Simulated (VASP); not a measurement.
# Zn2SbO4 (I4/mmm) in VASP: single point with PBE

Aim: the single point of Zn2SbO4 with PBE.

Program: VASP 6.6.1. These are calculated values, not measurements. Logs are shortened: lines on timing, memory, paths and dates and some standing lists are left out, and cuts for length are marked.

### 1 The cell of the first run

Symmetry: I4/mmm, No. 139, tetragonal system. The conventional cell has a = 3.949 Å, b = 3.949 Å, c = 11.978 Å, α = 90.00°, β = 90.00°, γ = 90.00°. Zn (site symmetry -4m2) has 2 O at 1.78 Å within 2.4 Å. Within 3.1 Å of Sb (site symmetry 4/mmm) lie 8 O at 2.32 Å. Within 2.5 Å of O (site symmetry 2mm) lie 1 Zn at 1.78 Å and 2 Sb at 2.32 Å and 1 O at 2.44 Å.

The cell was built from a structure type or drawn by symmetry, and may not be a known phase.

### 2 Single point, PBE

Input file INCAR:

```
SYSTEM = Zn2SbO4
ALGO = Normal
EDIFF = 1E-7
ENCUT = 520
GGA = PE
ISIF = 2
ISMEAR = 0
LASPH = .TRUE.
LCHARG = .TRUE.
LELF = .TRUE.
LREAL = .FALSE.
LVHAR = .TRUE.
LWAVE = .FALSE.
NBANDS = 36
NELM = 80
PREC = Accurate
SIGMA = 0.2
```

Input file KPOINTS:

```
k-points
0
G
  5 5 5
  0 0 0
```

Input file POSCAR:

```
Zn2SbO4
1.0
   -1.9745334774      1.9745334774      5.9887731455
    1.9745334774     -1.9745334774      5.9887731455
    1.9745334774      1.9745334774     -5.9887731455
Zn Sb O
2 1 4
Direct
    0.7500000000      0.2500000000      0.5000000000
    0.2500000000      0.7500000000      0.5000000000
    0.5000000000      0.5000000000      0.0000000000
    0.1016843506      0.6016843506      0.5000000000
    0.6016843506      0.1016843506      0.5000000000
    0.8983156494      0.3983156494      0.5000000000
    0.3983156494      0.8983156494      0.5000000000
```

Potentials or basis: VASP PAW PBE potentials, release 64 (Zn, Sb, O).

Started as:

```bash
$ cat potpaw_PBE.64/Zn/POTCAR potpaw_PBE.64/Sb/POTCAR potpaw_PBE.64/O/POTCAR > POTCAR
$ mpirun -np 1 vasp_std > vasp.out
```

OUTCAR:

```text
SYSTEM = Zn2SbO4
   EDIFF = 1E-7
   ENCUT = 520
   GGA = PE
   ISIF = 2
   ISMEAR = 0
   LASPH = .TRUE.
   LREAL = .FALSE.
   NELM = 80
   PREC = Accurate

 ion  position               nearest neighbor table
   1  0.750  0.250  0.500-   5 1.78   6 1.78   2 2.79   2 2.79   2 2.79   2 2.79
   2  0.250  0.750  0.500-   4 1.78   7 1.78   1 2.79   1 2.79   1 2.79   1 2.79
   3  0.500  0.500  0.000-   4 2.32   5 2.32   6 2.32   7 2.32   4 2.32   5 2.32   7 2.32   6 2.32

   4  0.102  0.602  0.500-   2 1.78   3 2.32   3 2.32
   5  0.602  0.102  0.500-   1 1.78   3 2.32   3 2.32
   6  0.898  0.398  0.500-   1 1.78   3 2.32   3 2.32
   7  0.398  0.898  0.500-   2 1.78   3 2.32   3 2.32

  LATTYP: Found a body centered tetragonal cell.
 ALAT       =     3.9490669548
 C/A-ratio  =     3.0330066388

  Lattice vectors:

 A1 = (  -1.9745334774,   1.9745334774,   5.9887731455)
 A2 = (   1.9745334774,  -1.9745334774,   5.9887731455)
 A3 = (   1.9745334774,   1.9745334774,  -5.9887731455)

Analysis of symmetry for initial positions (statically):
=====================================================================
 Subroutine PRICEL returns:
 Original cell was already a primitive cell.

 Routine SETGRP: Setting up the symmetry group for a
 body centered tetragonal supercell.

 Subroutine GETGRP returns: Found 16 space group operations
 (whereof 16 operations were pure point group operations)
 out of a pool of 16 trial point group operations.

The static configuration has the point symmetry D_4h.

Analysis of symmetry for dynamics (positions and initial velocities):
=====================================================================
 Subroutine PRICEL returns:
 Original cell was already a primitive cell.

 Routine SETGRP: Setting up the symmetry group for a
 body centered tetragonal supercell.

 Subroutine GETGRP returns: Found 16 space group operations
 (whereof 16 operations were pure point group operations)
 out of a pool of 16 trial point group operations.

The dynamic configuration has the point symmetry D_4h.

 Subroutine INISYM returns: Found 16 space group operations
 (whereof 16 operations are pure point group operations),
 and found     1 'primitive' translations

[... 96 lines left out ...]
   NELM   =     80;   NELMIN=  2; NELMDL= -5     # of ELM steps
   EDIFF  = 0.1E-06   stopping-criterion for ELM
   LREAL  =      F    real-space projection
   EDIFFG = 0.1E-05   stopping-criterion for IOM
   NSW    =      0    number of steps for IOM
   IBRION =     -1    ionic relax: 0-MD 1-quasi-New 2-CG
   NFREE  =      0    steps in history (QN), initial steepest desc. (CG)
   ISIF   =      2    stress and relaxation
   ISYM   =      2    0-nonsym 1-usesym 2-fastsym
   POTIM  = 0.5000    time-step for ionic-motion
   TEBEG  =    0.0;   TEEND  =   0.0 temperature during run
   PSTRESS=    0.0 pullay stress
   NELECT =      53.0000    total number of electrons
   NUPDOWN=      -1.0000    fix difference up-down
   EMIN   =  10.00;   EMAX   =-10.00  energy-range for DOS
   EFERMI =   0.00;   METHOD = LEGACY
   ISMEAR =     0;   SIGMA  =   0.20  broadening in eV -4-tet -1-fermi 0-gaus
   EFERMI_NEDOS =   21; number of points for ismear=-14 and -15
   IALGO  =     38    algorithm
   IMIX   =      4    mixing-type and parameters
     AMIX     =   0.40;   BMIX     =  1.00
     AMIX_MAG =   1.60;   BMIX_MAG =  1.00
  volume/ion in A,a.u.               =      13.34        90.04
  Fermi-wavevector in a.u.,A,eV,Ry     =   1.355370  2.561278 24.994277  1.837028
  Thomas-Fermi vector in A             =   2.482463
   LORBIT       =      0    0 simple, 1 ext, 2 COOP (PROOUT), +10 PAW based schemes
   GGA     = PE    functional components
   LHFCALC =     F    Hartree Fock is set to
   AEXX    =    0.0000 exact exchange contribution
   IVDW    =     0    specifies the selected vdW correction
   LEPSILON=     F    determine dielectric tensor
   LRPA    =     F    only Hartree local field effects (RPA)
 non-spin polarized calculation
 Gauss-broadening in eV      SIGMA  =   0.20
  energy-cutoff  :      520.00
  volume of cell :       93.40
 maximum number of plane-waves:      2559
 NGX is ok and might be reduce to    50
   NGX = 25   NGY = 25   NGZ = 25

 number of electron      52.9999997 magnetization

 Free energy of the ion-electron system (eV)
  ---------------------------------------------------
  ext. energy  EPLUGINS =         0.00000000
  ---------------------------------------------------
  free energy    TOTEN  =       -31.09171986 eV

  energy without entropy =      -31.06821326  energy(sigma->0) =      -31.07996656

 E-fermi :   3.6912     XC(G=0): -10.5154

 val. band max:        3.6749924646   @ k =   0.2000   0.2000   0.2000
 cond. band min:       3.7896088028   @ k =  -0.2000   0.2000   0.2000
 fundamental gap:      0.1146163381
 Fermi energy:         3.6912340337

 k-point     1 :       0.0000    0.0000    0.0000
  band No.  band energies     occupation
      1     -15.6362      2.00000
      2     -14.3703      2.00000
      3     -13.7348      2.00000
      4     -13.7102      2.00000
      5      -5.9366      2.00000
      6      -4.2695      2.00000
[... 691 lines left out ...]
     35      11.9257      0.00000
     36      12.8361      0.00000

------------------------ aborting loop because EDIFF is reached ----------------------------------------

  FORCE on cell =-STRESS in cart. coord.  units (eV):
  Direction    XX          YY          ZZ          XY          YZ          ZX
  --------------------------------------------------------------------------------------
  -------------------------------------------------------------------------------------
  Total       -0.4597336     -0.4597336      1.0071385      0.0000000      0.0000000     -0.0000000
  in kB       -7.8866024     -7.8866024     17.2771825      0.0000000      0.0000000     -0.0000000
  external PRESSURE =       0.5013259 kB  Pullay stress =       0.0000000 kB

 VOLUME and BASIS-vectors are now :
 -----------------------------------------------------------------------------
  energy-cutoff  :      520.00
  volume of cell :       93.40
      direct lattice vectors                 reciprocal lattice vectors
    -1.974533477  1.974533477  5.988773145     0.000000000  0.253224372  0.083489554
     1.974533477 -1.974533477  5.988773145     0.253224372  0.000000000  0.083489554
     1.974533477  1.974533477 -5.988773145     0.253224372  0.253224372  0.000000000

 POSITION                                       TOTAL-FORCE (eV/Angst)
 -----------------------------------------------------------------------------------
     -0.00000      1.97453      2.99439        -0.000000     -0.000000     -0.000000
      1.97453     -0.00000      2.99439        -0.000000     -0.000000     -0.000000
      0.00000      0.00000      5.98877        -0.000000     -0.000000     -0.000000
      1.97453      0.00000      1.21793         0.000000     -0.000000     -0.290375
      0.00000      1.97453      1.21793        -0.000000      0.000000     -0.290375
     -0.00000      1.97453      4.77084        -0.000000      0.000000      0.290375
      1.97453     -0.00000      4.77084         0.000000     -0.000000      0.290375
 -----------------------------------------------------------------------------------
    total drift:                               -0.000000     -0.000000      0.000000

  FREE ENERGIE OF THE ION-ELECTRON SYSTEM (eV)
  ---------------------------------------------------
  free  energy   TOTEN  =       -31.0917198635 eV

  energy  without entropy=      -31.0682132571  energy(sigma->0) =      -31.07996656
```

OSZICAR:

```text
N       E                     dE             d eps       ncg     rms          rms(c)
DAV:   1     0.545295531337E+03    0.54530E+03   -0.25107E+04  1296   0.177E+03
DAV:   2     0.367506798559E+02   -0.50854E+03   -0.47651E+03  1436   0.438E+02
DAV:   3    -0.372060131424E+02   -0.73957E+02   -0.72393E+02  1460   0.166E+02
DAV:   4    -0.397182621008E+02   -0.25122E+01   -0.24954E+01  1452   0.338E+01
DAV:   5    -0.397421889656E+02   -0.23927E-01   -0.23919E-01  1424   0.332E+00    0.201E+01
DAV:   6    -0.308403227046E+02    0.89019E+01   -0.22368E+01  2172   0.127E+02    0.109E+01
DAV:   7    -0.312781805513E+02   -0.43786E+00   -0.87399E+00  1460   0.256E+01    0.607E+00
DAV:   8    -0.311462387900E+02    0.13194E+00   -0.13793E+00  1444   0.786E+00    0.311E+00
DAV:   9    -0.310962485500E+02    0.49990E-01   -0.10664E-01  1476   0.270E+00    0.664E-01
DAV:  10    -0.310913842738E+02    0.48643E-02   -0.36144E-02  1676   0.138E+00    0.195E-01
DAV:  11    -0.310918262716E+02   -0.44200E-03   -0.51285E-03  1572   0.806E-01    0.787E-02
DAV:  12    -0.310917071960E+02    0.11908E-03   -0.80229E-04  1696   0.437E-01    0.520E-02
DAV:  13    -0.310917276065E+02   -0.20410E-04   -0.16121E-04  1368   0.938E-02    0.261E-02
DAV:  14    -0.310917206275E+02    0.69789E-05   -0.33535E-05  1408   0.344E-02    0.713E-03
DAV:  15    -0.310917199527E+02    0.67482E-06   -0.20795E-06  1608   0.165E-02    0.340E-03
DAV:  16    -0.310917198635E+02    0.89186E-07   -0.36897E-07  1420   0.487E-03
   1 F= -.31091720E+02 E0= -.31079967E+02  d E =-.235066E-01
```

stdout:

```text
POSCAR found type information on POSCAR ZnSbO
 POSCAR found :  3 types and       7 ions
 scaLAPACK will be used
 LDA part: xc-table for (Slater+PW92), standard interpolation
 POSCAR, INCAR and KPOINTS ok, starting setup
 FFT: planning ... GRIDC
 FFT: planning ... GRID_SOFT
 FFT: planning ... GRID
 WAVECAR not read
 entering main loop
```

It took 5.6 min on 1 thread of Oxide Virtual Turin-like, shared host; peak memory 0.33 GiB.

What came out:

- Free energy: -31.0917 eV
- Pressure: 0.1 GPa
- Largest force: 0.290 eV/Å
- Band gap on the k mesh: zero (an odd number of electrons rules out a gap without spin polarisation)

Forces in eV/Å, atoms in the order of the input:
```
Zn   0.000  0.000  0.000
Zn   0.000  0.000  0.000
Sb   0.000  0.000  0.000
O    0.000  0.000 -0.290
O    0.000  0.000 -0.290
O    0.000  0.000  0.290
O    0.000  0.000  0.290
```

Stress tensor (GPa, compression positive):
```
-0.79  0.00  0.00
 0.00 -0.79  0.00
 0.00  0.00  1.73
```

Caveat: spin-orbit coupling is left out, which moves the levels of the heavy elements; an odd number of electrons without spin polarisation forces a metal; a magnetic or distorted state may lie lower.
